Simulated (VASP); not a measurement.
# LiCl (Fm-3m) in VASP: notebook

Aim: see how the results for LiCl move with the level of theory and the settings. Levels: PBEsol, r2SCAN. Tasks: single point.

Program: VASP 6.6.1. These are calculated values, not measurements. Logs are shortened: lines on timing, memory, paths and dates and some standing lists are left out, and cuts for length are marked.

**1. The cell of the first run**

It takes space group Fm-3m (No. 225, cubic). Conventional cell: a = 5.150 Å, b = 5.150 Å, c = 5.150 Å, α = 90.00°, β = 90.00°, γ = 90.00°. Within 3.4 Å of Li (site symmetry m-3m) lie 6 Cl at 2.58 Å. Within 3.4 Å of Cl (site symmetry m-3m) lie 6 Li at 2.58 Å.

**2. Single point, PBEsol**

Contents of INCAR:

```
  PREC = Accurate
  ENCUT = 520
  EDIFF = 1E-6
  ISMEAR = 0
  SIGMA = 0.02
  LREAL = F
  LASPH = T
  NELM = 80
  ALGO = Normal
  ISIF = 2
  LWAVE = F
  LCHARG = F
  GGA = PS
  NBANDS = 12
```

Contents of KPOINTS:

```
Automatic mesh
0
Gamma
  8 8 8
```

Contents of POSCAR:

```
LiCl
1.0
    0.0000000000      2.5751358841      2.5751358841
    2.5751358841      0.0000000000      2.5751358841
    2.5751358841      2.5751358841      0.0000000000
Li Cl
1 1
Direct
    0.0000000000      0.0000000000      0.0000000000
    0.5000000000      0.5000000000      0.5000000000
```

Potentials or basis: VASP PAW PBE potentials, release 64 (Li_sv, Cl).

Command:

```bash
> cat potpaw_PBE.64/Li_sv/POTCAR potpaw_PBE.64/Cl/POTCAR > POTCAR
> mpirun -np 1 vasp_std > vasp.out
```

OUTCAR:

```text
PREC = Accurate
   ENCUT = 520
   EDIFF = 1E-6
   ISMEAR = 0
   LREAL = F
   LASPH = T
   NELM = 80
   ISIF = 2
   GGA = PS

 ion  position               nearest neighbor table
   1  0.000  0.000  0.000-   2 2.58   2 2.58   2 2.58   2 2.58   2 2.58   2 2.58
   2  0.500  0.500  0.500-   1 2.58   1 2.58   1 2.58   1 2.58   1 2.58   1 2.58

  LATTYP: Found a face centered cubic cell.
 ALAT       =     5.1502717682

  Lattice vectors:

 A1 = (   0.0000000000,   2.5751358841,   2.5751358841)
 A2 = (   2.5751358841,   0.0000000000,   2.5751358841)
 A3 = (   2.5751358841,   2.5751358841,   0.0000000000)

Analysis of symmetry for initial positions (statically):
=====================================================================
 Subroutine PRICEL returns:
 Original cell was already a primitive cell.

 Routine SETGRP: Setting up the symmetry group for a
 face centered cubic supercell.

 Subroutine GETGRP returns: Found 48 space group operations
 (whereof 48 operations were pure point group operations)
 out of a pool of 48 trial point group operations.

The static configuration has the point symmetry O_h .

Analysis of symmetry for dynamics (positions and initial velocities):
=====================================================================
 Subroutine PRICEL returns:
 Original cell was already a primitive cell.

 Routine SETGRP: Setting up the symmetry group for a
 face centered cubic supercell.

 Subroutine GETGRP returns: Found 48 space group operations
 (whereof 48 operations were pure point group operations)
 out of a pool of 48 trial point group operations.

The dynamic configuration has the point symmetry O_h .

 Subroutine INISYM returns: Found 48 space group operations
 (whereof 48 operations are pure point group operations),
 and found     1 'primitive' translations

----------------------------------------------------------------------------------------

                                     Primitive cell

  volume of cell :      34.1531

  direct lattice vectors                    reciprocal lattice vectors
     0.000000000  2.575135884  2.575135884    -0.194164511  0.194164511  0.194164511
     2.575135884  0.000000000  2.575135884     0.194164511 -0.194164511  0.194164511
     2.575135884  2.575135884  0.000000000     0.194164511  0.194164511 -0.194164511

  length of vectors
     3.641792092  3.641792092  3.641792092     0.336302798  0.336302798  0.336302798

  position of ions in fractional coordinates (direct lattice)
     0.000000000  0.000000000  0.000000000
     0.500000000  0.500000000  0.500000000

  ion indices of the primitive-cell ions
   primitive index   ion index
                 1           1
                 2           2

----------------------------------------------------------------------------------------

 KPOINTS: Automatic mesh

Automatic generation of k-mesh.
 Grid dimensions read from file:
 generate k-points for:    8    8    8

 Generating k-lattice:

  Cartesian coordinates                     Fractional coordinates (reciprocal lattice)
    -0.024270564  0.024270564  0.024270564     0.125000000  0.000000000  0.000000000
     0.024270564 -0.024270564  0.024270564     0.000000000  0.125000000  0.000000000
     0.024270564  0.024270564 -0.024270564     0.000000000  0.000000000  0.125000000

  Length of vectors
     0.042037850  0.042037850  0.042037850

  Shift w.r.t. Gamma in fractional coordinates (k-lattice)
     0.000000000  0.000000000  0.000000000

 Subroutine IBZKPT returns following result:
 ===========================================

 Found     29 irreducible k-points:

 Following reciprocal coordinates:
            Coordinates               Weight
  0.000000  0.000000  0.000000      1.000000
  0.125000  0.000000  0.000000      8.000000
  0.250000  0.000000  0.000000      8.000000
  0.375000  0.000000  0.000000      8.000000
  0.500000  0.000000  0.000000      4.000000
  0.125000  0.125000  0.000000      6.000000
[... 16 lines left out ...]
  0.500000  0.250000  0.125000     48.000000
 -0.375000  0.250000  0.125000     24.000000
 [... further k-points ...]
   k-points           NKPTS =     29   k-points in BZ     NKDIM =     29   number of bands    NBANDS=     12
   number of dos      NEDOS =    301   number of ions     NIONS =      2
   total plane-waves  NPLWV =  21952
   dimension x,y,z NGX =    28 NGY =   28 NGZ =   28
   dimension x,y,z NGXF=    56 NGYF=   56 NGZF=   56
   ions per type =               1   1
   NGX,Y,Z   is equivalent  to a cutoff of  12.78, 12.78, 12.78 a.u.
   NGXF,Y,Z  is equivalent  to a cutoff of  25.56, 25.56, 25.56 a.u.
 SYSTEM =  unknown system
   PREC   = accura    normal or accurate (medium, high low for compatibility)
   ISTART =      0    job   : 0-new  1-cont  2-samecut
   ICHARG =      2    charge: 1-file 2-atom 10-const
   ISPIN  =      1    spin polarized calculation?
   LNONCOLLINEAR =      F non collinear calculations
   LSORBIT =      F    spin-orbit coupling
   LASPH  =      T    aspherical Exc in radial PAW
   ENCUT  =  520.0 eV  38.22 Ry    6.18 a.u.   6.77  6.77  6.77*2*pi/ulx,y,z
   NELM   =     80;   NELMIN=  2; NELMDL= -5     # of ELM steps
   EDIFF  = 0.1E-05   stopping-criterion for ELM
   LREAL  =      F    real-space projection
   EDIFFG = 0.1E-04   stopping-criterion for IOM
   NSW    =      0    number of steps for IOM
   IBRION =     -1    ionic relax: 0-MD 1-quasi-New 2-CG
   NFREE  =      0    steps in history (QN), initial steepest desc. (CG)
   ISIF   =      2    stress and relaxation
   ISYM   =      2    0-nonsym 1-usesym 2-fastsym
   POTIM  = 0.5000    time-step for ionic-motion
   TEBEG  =    0.0;   TEEND  =   0.0 temperature during run
   PSTRESS=    0.0 pullay stress
   NELECT =      10.0000    total number of electrons
   NUPDOWN=      -1.0000    fix difference up-down
   EMIN   =  10.00;   EMAX   =-10.00  energy-range for DOS
   EFERMI =   0.00;   METHOD = LEGACY
   ISMEAR =     0;   SIGMA  =   0.02  broadening in eV -4-tet -1-fermi 0-gaus
   EFERMI_NEDOS =   21; number of points for ismear=-14 and -15
   IALGO  =     38    algorithm
   IMIX   =      4    mixing-type and parameters
     AMIX     =   0.40;   BMIX     =  1.00
     AMIX_MAG =   1.60;   BMIX_MAG =  1.00
  volume/ion in A,a.u.               =      17.08       115.24
  Fermi-wavevector in a.u.,A,eV,Ry     =   1.087088  2.054298 16.078824  1.181760
  Thomas-Fermi vector in A             =   2.223239
   LORBIT       =      0    0 simple, 1 ext, 2 COOP (PROOUT), +10 PAW based schemes
   GGA     = PS    functional components
   LHFCALC =     F    Hartree Fock is set to
   AEXX    =    0.0000 exact exchange contribution
   IVDW    =     0    specifies the selected vdW correction
   LEPSILON=     F    determine dielectric tensor
   LRPA    =     F    only Hartree local field effects (RPA)
 non-spin polarized calculation
 Gauss-broadening in eV      SIGMA  =   0.02
  energy-cutoff  :      520.00
  volume of cell :       34.15
 maximum number of plane-waves:       941
   NGX = 13   NGY = 13   NGZ = 13

 number of electron      10.0000009 magnetization

 Free energy of the ion-electron system (eV)
  ---------------------------------------------------
  ext. energy  EPLUGINS =         0.00000000
  ---------------------------------------------------
  free energy    TOTEN  =        -7.63085653 eV

  energy without entropy =       -7.63085653  energy(sigma->0) =       -7.63085653

 E-fermi :   0.5506     XC(G=0):  -8.8576

 val. band max:        0.4445935070   @ k =   0.0000   0.0000   0.0000
 cond. band min:       6.5134205110   @ k =   0.0000   0.0000   0.0000
 fundamental gap:      6.0688270040
 Fermi energy:         0.5505767188

 k-point     1 :       0.0000    0.0000    0.0000
  band No.  band energies     occupation
      1     -42.3918      2.00000
      2     -12.9054      2.00000
      3       0.4446      2.00000
      4       0.4446      2.00000
      5       0.4446      2.00000
      6       6.5134      0.00000
      7      12.2457      0.00000
      8      12.2457      0.00000
      9      12.2457      0.00000
     10      14.7902      0.00000
     11      14.7902      0.00000
     12      14.7902      0.00000

 k-point     2 :       0.1250    0.0000    0.0000
  band No.  band energies     occupation
      1     -42.3912      2.00000
      2     -12.8305      2.00000
      3      -0.0881      2.00000
      4       0.4034      2.00000
      5       0.4034      2.00000
      6       6.9830      0.00000
      7      11.4310      0.00000
      8      12.1471      0.00000
      9      12.1471      0.00000
     10      13.4237      0.00000
     11      13.4237      0.00000
     12      15.2368      0.00000

 k-point     3 :       0.2500    0.0000    0.0000
  band No.  band energies     occupation
      1     -42.3903      2.00000
      2     -12.6396      2.00000
      3      -1.1467      2.00000
      4       0.3093      2.00000
      5       0.3093      2.00000
      6       7.4336      0.00000
      7      11.0188      0.00000
      8      11.0188      0.00000
      9      11.2173      0.00000
     10      14.2713      0.00000
     11      14.2713      0.00000
     12      15.7798      0.00000
[... 286 lines left out ...]
 k-point    23 :       0.5000    0.2500    0.1250
  band No.  band energies     occupation
      1     -42.3887      2.00000
      2     -12.3050      2.00000
      3      -1.8783      2.00000
      4      -0.7687      2.00000
      5      -0.0467      2.00000
      6       8.6322      0.00000
      7       9.7002      0.00000
      8      10.6380      0.00000
      9      11.6533      0.00000
     10      14.6948      0.00000
     11      17.8209      0.00000
     12      18.1657      0.00000

 k-point    24 :      -0.3750    0.2500    0.1250
  band No.  band energies     occupation
      1     -42.3884      2.00000
      2     -12.2271      2.00000
      3      -2.1074      2.00000
      4      -0.8663      2.00000
      5      -0.1349      2.00000
      6       8.4601      0.00000
      7       9.6417      0.00000
      8      10.8650      0.00000
      9      11.9769      0.00000
     10      15.8035      0.00000
     11      16.3940      0.00000
     12      18.5300      0.00000

 [... further k-points ...]
[... 5 lines left out ...]
  --------------------------------------------------------------------------------------
  -------------------------------------------------------------------------------------
  Total       -0.3550976     -0.3550976     -0.3550976     -0.0000000     -0.0000000      0.0000000
  in kB      -16.6581935    -16.6581935    -16.6581935     -0.0000000     -0.0000000      0.0000000
  external PRESSURE =     -16.6581935 kB  Pullay stress =       0.0000000 kB

 VOLUME and BASIS-vectors are now :
 -----------------------------------------------------------------------------
  energy-cutoff  :      520.00
  volume of cell :       34.15
      direct lattice vectors                 reciprocal lattice vectors
     0.000000000  2.575135884  2.575135884    -0.194164511  0.194164511  0.194164511
     2.575135884  0.000000000  2.575135884     0.194164511 -0.194164511  0.194164511
     2.575135884  2.575135884  0.000000000     0.194164511  0.194164511 -0.194164511

 POSITION                                       TOTAL-FORCE (eV/Angst)
 -----------------------------------------------------------------------------------
      0.00000      0.00000      0.00000        -0.000000     -0.000000     -0.000000
      2.57514      2.57514      2.57514         0.000000      0.000000      0.000000
 -----------------------------------------------------------------------------------
    total drift:                                0.000000      0.000000      0.000000

  FREE ENERGIE OF THE ION-ELECTRON SYSTEM (eV)
  ---------------------------------------------------
  free  energy   TOTEN  =        -7.6308565302 eV

  energy  without entropy=       -7.6308565302  energy(sigma->0) =       -7.63085653
```

Wall time 22 s (1 thread of Intel Xeon 6975P-C, shared host); peak memory 0.12 GiB.

What came out:

```yaml
Free_energy: -7.6309 eV
Band_gap_on_the_k_mesh: 6.07 eV, direct
```

Levels at points of the mesh, in eV from the valence-band top:
```
           k point  band 2  band 3  band 4  band 5  band 6  band 7  band 8  band 9
(0.00, 0.00, 0.00)  -13.35    0.00    0.00    0.00    6.07   11.80   11.80   11.80
(0.50, 0.00, 0.00)  -12.79   -2.82   -0.26   -0.26    6.55    9.39    9.39   12.70
(0.50, 0.50, 0.00)  -12.54   -2.90   -1.10   -1.10    7.74    8.11   12.17   13.90
```

Caveat: the cutoff is under 1.25 times the usual one of these potentials, so pressure, stress and relaxed cells hold a basis-set (Pulay) error; the PAW data sets were made with another functional, which shifts forces and pressure a little.

**3. Single point, r2SCAN**

POSCAR is that of step 2.

Contents of INCAR.step1:

```
  PREC = Accurate
  ENCUT = 520
  ISMEAR = 0
  SIGMA = 0.02
  LREAL = False
  LASPH = True
  NELM = 60
  NBANDS = 12
  GGA = PE
  ALGO = Normal
  EDIFF = 1E-4
  LWAVE = True
  LCHARG = False
```

Contents of INCAR.step2:

```
  PREC = Accurate
  ENCUT = 520
  EDIFF = 1E-7
  ISMEAR = 0
  SIGMA = 0.02
  LREAL = False
  LASPH = True
  NELM = 60
  ALGO = Normal
  ISIF = 2
  LWAVE = False
  LCHARG = True
  METAGGA = R2SCAN
  LMIXTAU = True
  LELF = True
  LVHAR = True
  NBANDS = 12
  ISTART = 1
```

Contents of KPOINTS:

```
regular mesh
0
Gamma
  8 8 8
```

Potentials or basis: VASP PAW PBE potentials, release 64 (Li_sv, Cl).

Command:

```bash
> cat potpaw_PBE.64/Li_sv/POTCAR potpaw_PBE.64/Cl/POTCAR > POTCAR
> cp INCAR.step1 INCAR
> mpirun -np 1 vasp_std > vasp.out
> cp INCAR.step2 INCAR
> mpirun -np 1 vasp_std > vasp.out
```

It took 2.5 min on 1 thread of Intel Xeon 6975P-C, shared host; peak memory 0.13 GiB.

Results (log left out):

* Free energy: -12.5843 eV
* Band gap on the k mesh: 7.22 eV, direct

Levels at points of the mesh, in eV from the valence-band top:
| k point | band 1 | band 2 | band 3 | band 4 | band 5 | band 6 | band 7 | band 8 | band 9 | band 10 |
| --- | --- | --- | --- | --- | --- | --- | --- | --- | --- | --- |
| (0.00, 0.00, 0.00) | -44.84 | -13.94 | 0.00 | 0.00 | 0.00 | 7.22 | 12.65 | 12.65 | 12.65 | 15.35 |
| (0.50, 0.00, 0.00) | -44.83 | -13.37 | -2.79 | -0.27 | -0.27 | 7.52 | 10.31 | 10.31 | 14.08 | 17.97 |
| (0.50, 0.50, 0.00) | -44.83 | -13.13 | -2.88 | -1.10 | -1.10 | 8.74 | 8.94 | 13.46 | 15.32 | 15.32 |

Caveat: the cutoff is under 1.25 times the usual one of these potentials, so pressure, stress and relaxed cells hold a basis-set (Pulay) error; the PAW data sets were made with another functional, which shifts forces and pressure a little.

**4. Single point, r2SCAN**

POSCAR is that of step 3.

Contents of INCAR.step1:

```
SYSTEM = LiCl
PREC = Accurate ; ENCUT = 520
ISMEAR = 0 ; SIGMA = 0.02
LREAL = .FALSE. ; LASPH = .TRUE.
NELM = 80 ; NBANDS = 12
GGA = PE ; ALGO = Normal
EDIFF = 1E-4 ; LWAVE = .TRUE.
LCHARG = .FALSE.
```

Contents of INCAR.step2:

```
SYSTEM = LiCl
PREC = Accurate ; ENCUT = 520
EDIFF = 1E-6 ; ISMEAR = 0
SIGMA = 0.02 ; LREAL = .FALSE.
LASPH = .TRUE. ; NELM = 80
ALGO = Normal ; ISIF = 2
LWAVE = .FALSE. ; LCHARG = .TRUE.
METAGGA = R2SCAN ; LMIXTAU = .TRUE.
LELF = .TRUE. ; LVHAR = .TRUE.
NBANDS = 12 ; ISTART = 1
```

Contents of KPOINTS:

```
regular mesh
0
G
  8 8 8
  0 0 0
```

Command:

```bash
> cat potpaw_PBE.64/Li_sv/POTCAR potpaw_PBE.64/Cl/POTCAR > POTCAR
> cp INCAR.step1 INCAR
> mpirun -np 1 vasp_std > vasp.out
> cp INCAR.step2 INCAR
> mpirun -np 1 vasp_std > vasp.out
```

Run time: 2.3 min. Hardware: 1 thread of Intel Xeon 6975P-C, shared host; peak memory 0.13 GiB.

Results (log left out):

| Item | Value |
| --- | --- |
| Free energy | -12.5843 eV |
| Band gap on the k mesh | 7.22 eV, direct |

Levels at points of the mesh, in eV from the valence-band top:
```
           k point  band 1  band 2  band 3  band 4  band 5  band 6  band 7  band 8  band 9  band 10
(0.00, 0.00, 0.00)  -44.84  -13.94    0.00    0.00    0.00    7.22   12.65   12.65   12.65    15.35
(0.50, 0.00, 0.00)  -44.83  -13.37   -2.79   -0.27   -0.27    7.52   10.31   10.31   14.08    17.97
(0.50, 0.50, 0.00)  -44.83  -13.13   -2.88   -1.10   -1.10    8.74    8.94   13.46   15.32    15.32
```

Caveat: the cutoff is under 1.25 times the usual one of these potentials, so pressure, stress and relaxed cells hold a basis-set (Pulay) error; the PAW data sets were made with another functional, which shifts forces and pressure a little. A k mesh can miss the band edges.
